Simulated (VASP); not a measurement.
# KSc2MoF6 (Fm-3m) in VASP: single point with r2SCAN

Aim: the single point of KSc2MoF6 with r2SCAN.

Everything below comes from runs of VASP 6.6.1. Logs are shortened: lines on timing, memory, paths and dates and some standing lists are left out, and cuts for length are marked.

### 1 The cell of the first run

Symmetry: Fm-3m, No. 225, cubic system. Conventional cell: a = 8.232 Å, b = 8.232 Å, c = 8.232 Å, α = 90.00°, β = 90.00°, γ = 90.00°. Within 2.5 Å of Mo (site symmetry m-3m) lie 6 F at 1.87 Å. Within 3.0 Å of K (site symmetry m-3m) lie 6 F at 2.25 Å. Within 3.8 Å of Sc (site symmetry -43m) lie 12 F at 2.92 Å and 4 Mo at 3.56 Å and 4 K at 3.56 Å. Within 2.5 Å of F (site symmetry 4mm) lie 1 Mo at 1.87 Å and 1 K at 2.25 Å.

### 2 Single point, r2SCAN

The input, POSCAR:

```
KSc2MoF6
1.0
    0.0000000000      4.1158160000      4.1158160000
    4.1158160000      0.0000000000      4.1158160000
    4.1158160000      4.1158160000      0.0000000000
Mo K Sc F
1 1 2 6
Direct
    0.0000000000      0.0000000000      0.0000000000
    0.5000000000      0.5000000000      0.5000000000
    0.2500000000      0.2500000000      0.2500000000
    0.7500000000      0.7500000000      0.7500000000
    0.7730000000      0.2270000000      0.2270000000
    0.2270000000      0.7730000000      0.2270000000
    0.2270000000      0.7730000000      0.7730000000
    0.7730000000      0.2270000000      0.7730000000
    0.2270000000      0.2270000000      0.7730000000
    0.7730000000      0.7730000000      0.2270000000
```

The input, INCAR.step1:

```
PREC = Accurate
ENCUT = 520
ISMEAR = -1
SIGMA = 0.1
LREAL = F
LASPH = T
NELM = 60
NBANDS = 54
GGA = PE
ALGO = Normal
EDIFF = 1E-4
LWAVE = T
LCHARG = F
```

The input, INCAR.step2:

```
PREC = Accurate
ENCUT = 520
EDIFF = 1E-6
ISMEAR = -1
SIGMA = 0.1
LREAL = F
LASPH = T
NELM = 60
ALGO = Normal
ISIF = 2
LWAVE = F
LCHARG = F
METAGGA = R2SCAN
LMIXTAU = T
NBANDS = 54
ISTART = 1
```

The input, KPOINTS:

```
Automatic mesh
0
Gamma
  7 7 7
```

Potentials or basis: VASP PAW PBE potentials, release 64 (Mo_sv, K_sv, Sc_sv, F).

Launch:

```
$ cat potpaw_PBE.64/Mo_sv/POTCAR potpaw_PBE.64/K_sv/POTCAR potpaw_PBE.64/Sc_sv/POTCAR potpaw_PBE.64/F/POTCAR > POTCAR
$ cp INCAR.step1 INCAR
$ mpirun -np 1 vasp_std > vasp.out
$ cp INCAR.step2 INCAR
$ mpirun -np 1 vasp_std > vasp.out
```

OUTCAR:

```text
PREC = Accurate
   ENCUT = 520
   EDIFF = 1E-6
   ISMEAR = -1
   LREAL = F
   LASPH = T
   NELM = 60
   ISIF = 2
   METAGGA = R2SCAN
   ISTART = 1

 ion  position               nearest neighbor table
   1  0.000  0.000  0.000-   5 1.87   6 1.87   7 1.87   8 1.87   9 1.87  10 1.87
   2  0.500  0.500  0.500-   5 2.25   6 2.25   7 2.25   8 2.25   9 2.25  10 2.25   3 3.56   4 3.56
                             3 3.56   3 3.56   3 3.56   4 3.56   4 3.56   4 3.56
   3  0.250  0.250  0.250-   2 3.56   2 3.56   2 3.56   2 3.56
   4  0.750  0.750  0.750-   2 3.56   2 3.56   2 3.56   2 3.56
   5  0.773  0.227  0.227-   1 1.87   2 2.25
   6  0.227  0.773  0.227-   1 1.87   2 2.25
   7  0.227  0.773  0.773-   1 1.87   2 2.25
   8  0.773  0.227  0.773-   1 1.87   2 2.25
   9  0.227  0.227  0.773-   1 1.87   2 2.25
  10  0.773  0.773  0.227-   1 1.87   2 2.25

  LATTYP: Found a face centered cubic cell.
 ALAT       =     8.2316320000

  Lattice vectors:

 A1 = (   0.0000000000,   4.1158160000,   4.1158160000)
 A2 = (   4.1158160000,   0.0000000000,   4.1158160000)
 A3 = (   4.1158160000,   4.1158160000,   0.0000000000)

Analysis of symmetry for initial positions (statically):
=====================================================================
 Subroutine PRICEL returns:
 Original cell was already a primitive cell.

 Routine SETGRP: Setting up the symmetry group for a
 face centered cubic supercell.

 Subroutine GETGRP returns: Found 48 space group operations
 (whereof 48 operations were pure point group operations)
 out of a pool of 48 trial point group operations.

The static configuration has the point symmetry O_h .

Analysis of symmetry for dynamics (positions and initial velocities):
=====================================================================
 Subroutine PRICEL returns:
 Original cell was already a primitive cell.

 Routine SETGRP: Setting up the symmetry group for a
 face centered cubic supercell.

 Subroutine GETGRP returns: Found 48 space group operations
 (whereof 48 operations were pure point group operations)
 out of a pool of 48 trial point group operations.

The dynamic configuration has the point symmetry O_h .

 Subroutine INISYM returns: Found 48 space group operations
 (whereof 48 operations are pure point group operations),
 and found     1 'primitive' translations

----------------------------------------------------------------------------------------

                                     Primitive cell

  volume of cell :     139.4434

  direct lattice vectors                    reciprocal lattice vectors
     0.000000000  4.115816000  4.115816000    -0.121482593  0.121482593  0.121482593
     4.115816000  0.000000000  4.115816000     0.121482593 -0.121482593  0.121482593
     4.115816000  4.115816000  0.000000000     0.121482593  0.121482593 -0.121482593

  length of vectors
     5.820642807  5.820642807  5.820642807     0.210414023  0.210414023  0.210414023

  position of ions in fractional coordinates (direct lattice)
     0.000000000  0.000000000  0.000000000
     0.500000000  0.500000000  0.500000000
     0.250000000  0.250000000  0.250000000
     0.750000000  0.750000000  0.750000000
     0.773000000  0.227000000  0.227000000
     0.227000000  0.773000000  0.227000000
     0.227000000  0.773000000  0.773000000
     0.773000000  0.227000000  0.773000000
     0.227000000  0.227000000  0.773000000
     0.773000000  0.773000000  0.227000000

  ion indices of the primitive-cell ions
   primitive index   ion index
                 1           1
                 2           2
                 3           3
                 4           4
                 5           5
                 6           6
                 7           7
                 8           8
                 9           9
                10          10

----------------------------------------------------------------------------------------

 KPOINTS: Automatic mesh

Automatic generation of k-mesh.
 Grid dimensions read from file:
 generate k-points for:    7    7    7

 Generating k-lattice:

  Cartesian coordinates                     Fractional coordinates (reciprocal lattice)
    -0.017354656  0.017354656  0.017354656     0.142857143  0.000000000  0.000000000
     0.017354656 -0.017354656  0.017354656     0.000000000  0.142857143  0.000000000
     0.017354656  0.017354656 -0.017354656     0.000000000  0.000000000  0.142857143

  Length of vectors
     0.030059146  0.030059146  0.030059146

  Shift w.r.t. Gamma in fractional coordinates (k-lattice)
     0.000000000  0.000000000  0.000000000

 Subroutine IBZKPT returns following result:
 ===========================================

 Found     20 irreducible k-points:

 Following reciprocal coordinates:
            Coordinates               Weight
  0.000000  0.000000  0.000000      1.000000
  0.142857  0.000000  0.000000      8.000000
  0.285714  0.000000  0.000000      8.000000
  0.428571  0.000000  0.000000      8.000000
  0.142857  0.142857  0.000000      6.000000
  0.285714  0.142857  0.000000     24.000000
[... 12 lines left out ...]
 -0.428571  0.428571  0.142857     24.000000
 -0.285714  0.428571  0.142857     24.000000
   k-points           NKPTS =     20   k-points in BZ     NKDIM =     20   number of bands    NBANDS=     54
   number of dos      NEDOS =    301   number of ions     NIONS =     10
   total plane-waves  NPLWV = 110592
   dimension x,y,z NGX =    48 NGY =   48 NGZ =   48
   dimension x,y,z NGXF=    96 NGYF=   96 NGZF=   96
   ions per type =               1   1   2   6
   NGX,Y,Z   is equivalent  to a cutoff of  13.71, 13.71, 13.71 a.u.
   NGXF,Y,Z  is equivalent  to a cutoff of  27.42, 27.42, 27.42 a.u.
 SYSTEM =  unknown system
   PREC   = accura    normal or accurate (medium, high low for compatibility)
   ISTART =      1    job   : 0-new  1-cont  2-samecut
   ICHARG =      0    charge: 1-file 2-atom 10-const
   ISPIN  =      1    spin polarized calculation?
   LNONCOLLINEAR =      F non collinear calculations
   LSORBIT =      F    spin-orbit coupling
   LASPH  =      T    aspherical Exc in radial PAW
   ENCUT  =  520.0 eV  38.22 Ry    6.18 a.u.  10.82 10.82 10.82*2*pi/ulx,y,z
   NELM   =     60;   NELMIN=  2; NELMDL=  0     # of ELM steps
   EDIFF  = 0.1E-05   stopping-criterion for ELM
   LREAL  =      F    real-space projection
   EDIFFG = 0.1E-04   stopping-criterion for IOM
   NSW    =      0    number of steps for IOM
   IBRION =     -1    ionic relax: 0-MD 1-quasi-New 2-CG
   NFREE  =      0    steps in history (QN), initial steepest desc. (CG)
   ISIF   =      2    stress and relaxation
   ISYM   =      2    0-nonsym 1-usesym 2-fastsym
   POTIM  = 0.5000    time-step for ionic-motion
   TEBEG  =    0.0;   TEEND  =   0.0 temperature during run
   PSTRESS=    0.0 pullay stress
   NELECT =      87.0000    total number of electrons
   NUPDOWN=      -1.0000    fix difference up-down
   EMIN   =  10.00;   EMAX   =-10.00  energy-range for DOS
   EFERMI =   0.00;   METHOD = LEGACY
   ISMEAR =    -1;   SIGMA  =   0.10  broadening in eV -4-tet -1-fermi 0-gaus
   EFERMI_NEDOS =   21; number of points for ismear=-14 and -15
   IALGO  =     38    algorithm
   IMIX   =      4    mixing-type and parameters
     AMIX     =   0.40;   BMIX     =  1.00
     AMIX_MAG =   1.60;   BMIX_MAG =  1.00
  volume/ion in A,a.u.               =      13.94        94.10
  Fermi-wavevector in a.u.,A,eV,Ry     =   1.398885  2.643509 26.624953  1.956879
  Thomas-Fermi vector in A             =   2.521999
   LORBIT       =      0    0 simple, 1 ext, 2 COOP (PROOUT), +10 PAW based schemes
   METAGGA = R2SCAN    functional components
   LHFCALC =     F    Hartree Fock is set to
   AEXX    =    0.0000 exact exchange contribution
   IVDW    =     0    specifies the selected vdW correction
   LEPSILON=     F    determine dielectric tensor
   LRPA    =     F    only Hartree local field effects (RPA)
 non-spin polarized calculation
  energy-cutoff  :      520.00
  volume of cell :      139.44
 maximum number of plane-waves:      3780
 NGX is ok and might be reduce to    48
   NGX = 21   NGY = 21   NGZ = 21

 number of electron      86.9999998 magnetization

 Free energy of the ion-electron system (eV)
  ---------------------------------------------------
  ext. energy  EPLUGINS =         0.00000000
  ---------------------------------------------------
  free energy    TOTEN  =       -88.41016685 eV

  energy without entropy =      -88.02896781  energy(sigma->0) =      -88.21956733

 E-fermi :   6.1211     XC(G=0): -10.7348

 val. band max:        6.1190608688   @ k =   0.2857   0.2857   0.0000
 cond. band min:       6.1388954793   @ k =  -0.4286   0.4286   0.1429
 fundamental gap:      0.0198346105
 Fermi energy:         6.1210807242

 k-point     1 :       0.0000    0.0000    0.0000
  band No.  band energies     occupation
      1     -58.1247      2.00000
      2     -47.1001      2.00000
      3     -47.0975      2.00000
      4     -32.1383      2.00000
      5     -32.1383      2.00000
      6     -32.1383      2.00000
[... 46 lines left out ...]
     53       7.3306      0.00001
     54       7.3306      0.00001

 k-point     2 :       0.1429    0.0000    0.0000
  band No.  band energies     occupation
      1     -58.1247      2.00000
      2     -47.1000      2.00000
      3     -47.0977      2.00000
      4     -32.1388      2.00000
      5     -32.1383      2.00000
      6     -32.1383      2.00000
[... 46 lines left out ...]
     53       7.3217      0.00001
     54       7.3217      0.00001
[... 967 lines left out ...]
     53       7.2405      0.00003
     54       7.5444      0.00000

 k-point    20 :      -0.2857    0.4286    0.1429
  band No.  band energies     occupation
      1     -58.1247      2.00000
      2     -47.0989      2.00000
      3     -47.0988      2.00000
      4     -32.1393      2.00000
      5     -32.1388      2.00000
      6     -32.1386      2.00000
[... 46 lines left out ...]
     53       7.2164      0.00004
     54       7.8184      0.00000

------------------------ aborting loop because EDIFF is reached ----------------------------------------

  FORCE on cell =-STRESS in cart. coord.  units (eV):
  Direction    XX          YY          ZZ          XY          YZ          ZX
  --------------------------------------------------------------------------------------
  -------------------------------------------------------------------------------------
  Total       21.8845847     21.8845847     21.8845847     -0.0000000     -0.0000000     -0.0000000
  in kB      251.4496538    251.4496538    251.4496538     -0.0000000     -0.0000000     -0.0000000
  external PRESSURE =     251.4496538 kB  Pullay stress =       0.0000000 kB

 VOLUME and BASIS-vectors are now :
 -----------------------------------------------------------------------------
  energy-cutoff  :      520.00
  volume of cell :      139.44
      direct lattice vectors                 reciprocal lattice vectors
     0.000000000  4.115816000  4.115816000    -0.121482593  0.121482593  0.121482593
     4.115816000  0.000000000  4.115816000     0.121482593 -0.121482593  0.121482593
     4.115816000  4.115816000  0.000000000     0.121482593  0.121482593 -0.121482593

 POSITION                                       TOTAL-FORCE (eV/Angst)
 -----------------------------------------------------------------------------------
      0.00000      0.00000      0.00000         0.000000     -0.000000     -0.000000
      4.11582      4.11582      4.11582         0.000000     -0.000000      0.000000
      2.05791      2.05791      2.05791         0.000000      0.000000     -0.000000
      6.17372      6.17372      6.17372         0.000000     -0.000000      0.000000
      1.86858      4.11582      4.11582         2.792369     -0.000000      0.000000
      4.11582      1.86858      4.11582         0.000000      2.792369      0.000000
      6.36305      4.11582      4.11582        -2.792369     -0.000000      0.000000
      4.11582      6.36305      4.11582         0.000000     -2.792369      0.000000
      4.11582      4.11582      1.86858         0.000000     -0.000000      2.792369
      4.11582      4.11582      6.36305         0.000000     -0.000000     -2.792369
 -----------------------------------------------------------------------------------
    total drift:                               -0.000000      0.000000      0.000000

  FREE ENERGIE OF THE ION-ELECTRON SYSTEM (eV)
  ---------------------------------------------------
  free  energy   TOTEN  =       -88.4101668483 eV

  energy  without entropy=      -88.0289678126  energy(sigma->0) =      -88.21956733
```

Run time: 19 min. Hardware: 1 thread of Intel Xeon Platinum 8175M at 2.50GHz (Skylake/Cascade Lake), shared host; peak memory 0.45 GiB.

Results:

- Free energy: -88.4102 eV
- Pressure: 25.1 GPa
- Largest force: 2.792 eV/Å
- Band gap on the k mesh: zero (an odd number of electrons rules out a gap without spin polarisation)

Forces in eV/Å, atoms in the order of the input:
```
Mo   0.000  0.000  0.000
K    0.000  0.000  0.000
Sc   0.000  0.000  0.000
Sc   0.000  0.000  0.000
F    2.792  0.000  0.000
F    0.000  2.792  0.000
F   -2.792  0.000  0.000
F    0.000 -2.792  0.000
F    0.000  0.000  2.792
F    0.000  0.000 -2.792
```

Caveat: the cell stands under pressure; the PAW data sets were made with another functional, which shifts forces and pressure a little; an odd number of electrons without spin polarisation forces a metal; a magnetic or distorted state may lie lower.
